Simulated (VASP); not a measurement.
# S (Fd-3m) in VASP: a series of runs

S is run at these levels: PBE; tasks: single point.

All numbers are computed with VASP 6.6.1; they aren't measurements. Logs are shortened: lines on timing, memory, paths and dates and some standing lists are left out, and cuts for length are marked.

### Step 1. The cell of the first run

It takes space group Fd-3m (No. 227, cubic). The conventional cell has a = 5.674 Å, b = 5.674 Å, c = 5.674 Å, α = 90.00°, β = 90.00°, γ = 90.00°. Within 3.2 Å of S (site symmetry -43m) lie 4 S at 2.46 Å.

This isn't the form of S at room conditions, which is orthorhombic, of S8 rings.

### Step 2. Single point, PBE

Contents of INCAR:

```
SYSTEM = S
PREC = Accurate ; ENCUT = 520
EDIFF = 1E-7 ; ISMEAR = -1
SIGMA = 0.06122561905347299 ; LREAL = .FALSE.
LASPH = .TRUE. ; NELM = 100
ALGO = Normal ; ISIF = 2
LWAVE = .FALSE. ; LCHARG = .FALSE.
GGA = PE ; NBANDS = 13
```

Contents of KPOINTS:

```
Automatic mesh
0
G
  16 16 16
  0 0 0
```

Contents of POSCAR:

```
S
1.0
    0.0000000000      2.8371108977      2.8371108977
    2.8371108977      0.0000000000      2.8371108977
    2.8371108977      2.8371108977      0.0000000000
S
2
Direct
    0.0000000000      0.0000000000      0.0000000000
    0.2500000000      0.2500000000      0.2500000000
```

Potentials or basis: VASP PAW PBE potentials, release 64 (S).

Run with:

```bash
$ cat potpaw_PBE.64/S/POTCAR > POTCAR
$ mpirun -np 1 vasp_std > vasp.out
```

OUTCAR:

```text
SYSTEM = S
   PREC = Accurate
   ENCUT = 520
   EDIFF = 1E-7
   ISMEAR = -1
   LREAL = .FALSE.
   LASPH = .TRUE.
   NELM = 100
   ISIF = 2
   GGA = PE

 ion  position               nearest neighbor table
   1  0.000  0.000  0.000-   2 2.46   2 2.46   2 2.46   2 2.46
   2  0.250  0.250  0.250-   1 2.46   1 2.46   1 2.46   1 2.46

  LATTYP: Found a face centered cubic cell.
 ALAT       =     5.6742217954

  Lattice vectors:

 A1 = (   0.0000000000,   2.8371108977,   2.8371108977)
 A2 = (   2.8371108977,   0.0000000000,   2.8371108977)
 A3 = (   2.8371108977,   2.8371108977,   0.0000000000)

Analysis of symmetry for initial positions (statically):
=====================================================================
 Subroutine PRICEL returns:
 Original cell was already a primitive cell.

 Routine SETGRP: Setting up the symmetry group for a
 face centered cubic supercell.

 Subroutine GETGRP returns: Found 48 space group operations
 (whereof 24 operations were pure point group operations)
 out of a pool of 48 trial point group operations.

The static configuration has the point symmetry T_d .
 The point group associated with its full space group is O_h .

Analysis of symmetry for dynamics (positions and initial velocities):
=====================================================================
 Subroutine PRICEL returns:
 Original cell was already a primitive cell.

 Routine SETGRP: Setting up the symmetry group for a
 face centered cubic supercell.

 Subroutine GETGRP returns: Found 48 space group operations
 (whereof 24 operations were pure point group operations)
 out of a pool of 48 trial point group operations.

The dynamic configuration has the point symmetry T_d .
 The point group associated with its full space group is O_h .

 Subroutine INISYM returns: Found 48 space group operations
 (whereof 24 operations are pure point group operations),
 and found     1 'primitive' translations

----------------------------------------------------------------------------------------

                                     Primitive cell

  volume of cell :      45.6729

  direct lattice vectors                    reciprocal lattice vectors
     0.000000000  2.837110898  2.837110898    -0.176235621  0.176235621  0.176235621
     2.837110898  0.000000000  2.837110898     0.176235621 -0.176235621  0.176235621
     2.837110898  2.837110898  0.000000000     0.176235621  0.176235621 -0.176235621

  length of vectors
     4.012280709  4.012280709  4.012280709     0.305249049  0.305249049  0.305249049

  position of ions in fractional coordinates (direct lattice)
     0.000000000  0.000000000  0.000000000
     0.250000000  0.250000000  0.250000000

  ion indices of the primitive-cell ions
   primitive index   ion index
                 1           1
                 2           2

----------------------------------------------------------------------------------------

 KPOINTS: Automatic mesh

Automatic generation of k-mesh.
 Grid dimensions read from file:
 generate k-points for:   16   16   16

 Generating k-lattice:

  Cartesian coordinates                     Fractional coordinates (reciprocal lattice)
    -0.011014726  0.011014726  0.011014726     0.062500000  0.000000000  0.000000000
     0.011014726 -0.011014726  0.011014726     0.000000000  0.062500000  0.000000000
     0.011014726  0.011014726 -0.011014726     0.000000000  0.000000000  0.062500000

  Length of vectors
     0.019078066  0.019078066  0.019078066

  Shift w.r.t. Gamma in fractional coordinates (k-lattice)
     0.000000000  0.000000000  0.000000000

 Subroutine IBZKPT returns following result:
 ===========================================

 Found    145 irreducible k-points:

 Following reciprocal coordinates:
            Coordinates               Weight
  0.000000  0.000000  0.000000      1.000000
  0.062500  0.000000  0.000000      8.000000
  0.125000  0.000000  0.000000      8.000000
  0.187500  0.000000  0.000000      8.000000
  0.250000  0.000000  0.000000      8.000000
  0.312500  0.000000  0.000000      8.000000
[... 16 lines left out ...]
 -0.125000  0.062500  0.000000     24.000000
 -0.062500  0.062500  0.000000     12.000000
 [... further k-points ...]
   k-points           NKPTS =    145   k-points in BZ     NKDIM =    145   number of bands    NBANDS=     13
   number of dos      NEDOS =    301   number of ions     NIONS =      2
   total plane-waves  NPLWV =  27000
   dimension x,y,z NGX =    30 NGY =   30 NGZ =   30
   dimension x,y,z NGXF=    60 NGYF=   60 NGZF=   60
   ions per type =               2
   NGX,Y,Z   is equivalent  to a cutoff of  12.43, 12.43, 12.43 a.u.
   NGXF,Y,Z  is equivalent  to a cutoff of  24.86, 24.86, 24.86 a.u.
 SYSTEM =  S
   PREC   = accura    normal or accurate (medium, high low for compatibility)
   ISTART =      0    job   : 0-new  1-cont  2-samecut
   ICHARG =      2    charge: 1-file 2-atom 10-const
   ISPIN  =      1    spin polarized calculation?
   LNONCOLLINEAR =      F non collinear calculations
   LSORBIT =      F    spin-orbit coupling
   LASPH  =      T    aspherical Exc in radial PAW
   ENCUT  =  520.0 eV  38.22 Ry    6.18 a.u.   7.46  7.46  7.46*2*pi/ulx,y,z
   NELM   =    100;   NELMIN=  2; NELMDL= -5     # of ELM steps
   EDIFF  = 0.1E-06   stopping-criterion for ELM
   LREAL  =      F    real-space projection
   EDIFFG = 0.1E-05   stopping-criterion for IOM
   NSW    =      0    number of steps for IOM
   IBRION =     -1    ionic relax: 0-MD 1-quasi-New 2-CG
   NFREE  =      0    steps in history (QN), initial steepest desc. (CG)
   ISIF   =      2    stress and relaxation
   ISYM   =      2    0-nonsym 1-usesym 2-fastsym
   POTIM  = 0.5000    time-step for ionic-motion
   TEBEG  =    0.0;   TEEND  =   0.0 temperature during run
   PSTRESS=    0.0 pullay stress
   NELECT =      12.0000    total number of electrons
   NUPDOWN=      -1.0000    fix difference up-down
   EMIN   =  10.00;   EMAX   =-10.00  energy-range for DOS
   EFERMI =   0.00;   METHOD = LEGACY
   ISMEAR =    -1;   SIGMA  =   0.06  broadening in eV -4-tet -1-fermi 0-gaus
   EFERMI_NEDOS =   21; number of points for ismear=-14 and -15
   IALGO  =     38    algorithm
   IMIX   =      4    mixing-type and parameters
     AMIX     =   0.40;   BMIX     =  1.00
     AMIX_MAG =   1.60;   BMIX_MAG =  1.00
  volume/ion in A,a.u.               =      22.84       154.11
  Fermi-wavevector in a.u.,A,eV,Ry     =   1.048533  1.981441 14.958548  1.099422
  Thomas-Fermi vector in A             =   2.183459
   LORBIT       =      0    0 simple, 1 ext, 2 COOP (PROOUT), +10 PAW based schemes
   GGA     = PE    functional components
   LHFCALC =     F    Hartree Fock is set to
   AEXX    =    0.0000 exact exchange contribution
   IVDW    =     0    specifies the selected vdW correction
   LEPSILON=     F    determine dielectric tensor
   LRPA    =     F    only Hartree local field effects (RPA)
 non-spin polarized calculation
  energy-cutoff  :      520.00
  volume of cell :       45.67
 maximum number of plane-waves:      1249
 NGX is ok and might be reduce to    30
   NGX = 15   NGY = 15   NGZ = 15

 number of electron      12.0000003 magnetization

 Free energy of the ion-electron system (eV)
  ---------------------------------------------------
  ext. energy  EPLUGINS =         0.00000000
  ---------------------------------------------------
  free energy    TOTEN  =        -6.23336795 eV

  energy without entropy =       -6.20908639  energy(sigma->0) =       -6.22122717

 E-fermi :   4.0888     XC(G=0):  -8.9695

 val. band max:        4.0587411504   @ k =  -0.1250   0.1875   0.0625
 cond. band min:       4.0897479315   @ k =  -0.4375   0.1875   0.0625
 fundamental gap:      0.0310067811
 Fermi energy:         4.0887657266

 k-point     1 :       0.0000    0.0000    0.0000
  band No.  band energies     occupation
      1     -12.1203      2.00000
      2      -4.7736      2.00000
      3       0.0144      2.00000
      4       0.0144      2.00000
      5       0.0144      2.00000
      6       3.0610      2.00000
      7       3.0610      2.00000
      8       3.0610      2.00000
      9       9.7245      0.00000
     10      11.8147      0.00000
     11      11.8147      0.00000
     12      14.6700      0.00000
     13      14.6700      0.00000

 k-point     2 :       0.0625    0.0000    0.0000
  band No.  band energies     occupation
      1     -12.0860      2.00000
      2      -4.9034      2.00000
      3      -0.0293      2.00000
      4      -0.0293      2.00000
      5       0.0403      2.00000
      6       3.1267      2.00000
      7       3.1267      2.00000
      8       3.1295      2.00000
      9       9.8615      0.00000
     10      11.7060      0.00000
     11      11.7060      0.00000
     12      14.5639      0.00000
     13      14.9082      0.00000

 k-point     3 :       0.1250    0.0000    0.0000
  band No.  band energies     occupation
      1     -11.9846      2.00000
      2      -5.2558      2.00000
      3      -0.1447      2.00000
      4      -0.1447      2.00000
      5       0.0779      2.00000
      6       3.3030      1.99999
      7       3.3030      1.99999
      8       3.3566      1.99999
      9      10.2313      0.00000
     10      11.4877      0.00000
     11      11.4877      0.00000
     12      14.3374      0.00000
     13      15.5031      0.00000
[... 305 lines left out ...]
 k-point    23 :      -0.1250    0.0625    0.0000
  band No.  band energies     occupation
      1     -11.9066      2.00000
      2      -5.4973      2.00000
      3      -0.4465      2.00000
      4      -0.1376      2.00000
      5       0.2494      2.00000
      6       3.3111      1.99999
      7       3.3221      1.99999
      8       3.7256      1.99471
      9      10.4896      0.00000
     10      11.1186      0.00000
     11      11.6205      0.00000
     12      14.4836      0.00000
     13      15.3674      0.00000

 k-point    24 :      -0.0625    0.0625    0.0000
  band No.  band energies     occupation
      1     -12.0293      2.00000
      2      -5.1047      2.00000
      3      -0.2186      2.00000
      4      -0.0435      2.00000
      5       0.1464      2.00000
      6       3.1555      2.00000
      7       3.1590      2.00000
      8       3.3851      1.99998
      9      10.0774      0.00000
     10      11.4012      0.00000
     11      11.7296      0.00000
     12      14.6395      0.00000
     13      14.8656      0.00000

 [... further k-points ...]

------------------------ aborting loop because EDIFF is reached ----------------------------------------

  FORCE on cell =-STRESS in cart. coord.  units (eV):
  Direction    XX          YY          ZZ          XY          YZ          ZX
  --------------------------------------------------------------------------------------
  -------------------------------------------------------------------------------------
  Total        0.8252348      0.8252348      0.8252348      0.0000000      0.0000000      0.0000000
  in kB       28.9487093     28.9487093     28.9487093      0.0000000      0.0000000      0.0000000
  external PRESSURE =      28.9487093 kB  Pullay stress =       0.0000000 kB

 VOLUME and BASIS-vectors are now :
 -----------------------------------------------------------------------------
  energy-cutoff  :      520.00
  volume of cell :       45.67
      direct lattice vectors                 reciprocal lattice vectors
     0.000000000  2.837110898  2.837110898    -0.176235621  0.176235621  0.176235621
     2.837110898  0.000000000  2.837110898     0.176235621 -0.176235621  0.176235621
     2.837110898  2.837110898  0.000000000     0.176235621  0.176235621 -0.176235621

 POSITION                                       TOTAL-FORCE (eV/Angst)
 -----------------------------------------------------------------------------------
      0.00000      0.00000      0.00000         0.000000      0.000000      0.000000
      1.41856      1.41856      1.41856        -0.000000     -0.000000     -0.000000
 -----------------------------------------------------------------------------------
    total drift:                                0.000000     -0.000000      0.000000

  FREE ENERGIE OF THE ION-ELECTRON SYSTEM (eV)
  ---------------------------------------------------
  free  energy   TOTEN  =        -6.2333679491 eV

  energy  without entropy=       -6.2090863863  energy(sigma->0) =       -6.22122717
```

Run time: 85 s. Hardware: 1 thread of Intel Xeon 6975P-C (Granite Rapids), shared host; peak memory 0.19 GiB.

What came out:

```
Free energy            : -6.2334 eV
Pressure               : 2.9 GPa
Band gap on the k mesh : zero (bands 6 and 7 overlap by 1.31 eV)
```

### Step 3. Single point, PBE

This run uses another cell than the first one, of 23.32 Å³/atom.

Contents of INCAR:

```
SYSTEM = S
PREC     = Accurate       ! precision mode
ENCUT    = 520            ! plane-wave cutoff, eV
EDIFF    = 1E-6           ! SCF threshold, eV
ISMEAR   = -1             ! smearing method
SIGMA    = 0.06122561905347299 ! smearing width, eV
LREAL    = .FALSE.        ! projectors in reciprocal space
LASPH    = .TRUE.         ! aspherical terms in the spheres
NELM     = 60             ! most SCF steps
ALGO     = Normal         ! electronic algorithm
ISIF     = 2              ! what is computed and relaxed
LWAVE    = .FALSE.        ! write WAVECAR
LCHARG   = .TRUE.         ! write CHGCAR
GGA      = PE             ! functional
LELF     = .TRUE.         ! ELF
LVHAR    = .TRUE.       
NBANDS   = 13             ! bands
```

KPOINTS is that of step 2.

Contents of POSCAR:

```
S
1.0
    0.0000000000      2.8570912102      2.8570912102
    2.8570912102      0.0000000000      2.8570912102
    2.8570912102      2.8570912102      0.0000000000
S
2
Direct
    0.0000000000      0.0000000000      0.0000000000
    0.2500000000      0.2500000000      0.2500000000
```

Potentials or basis: VASP PAW PBE potentials, release 64 (S).

Run with:

```bash
$ cat potpaw_PBE.64/S/POTCAR > POTCAR
$ mpirun -np 1 vasp_std > vasp.out
```

Run time: 64 s. Hardware: 1 thread of Intel Xeon 6975P-C (Granite Rapids), shared host; peak memory 0.2 GiB.

It converged, with:

* Free energy: -6.2478 eV
* Pressure: 1.8 GPa
* Band gap on the k mesh: zero (bands 6 and 7 overlap by 1.24 eV)

Levels at points of the mesh, in eV from the Fermi level:
| k point | band 3 | band 4 | band 5 | band 6 | band 7 | band 8 | band 9 | band 10 |
| --- | --- | --- | --- | --- | --- | --- | --- | --- |
| (0.00, 0.00, 0.00) | -3.99 | -3.99 | -3.99 | -0.99 | -0.99 | -0.99 | 5.63 | 7.78 |
| (0.50, 0.00, 0.00) | -4.78 | -4.78 | -4.34 | 0.21 | 0.21 | 2.14 | 7.54 | 8.26 |
| (0.50, 0.50, 0.00) | -5.67 | -5.67 | -2.05 | -2.05 | 2.43 | 2.43 | 6.82 | 6.82 |

The gap in the log of VASP goes by the Fermi energy; the results here count the filled bands.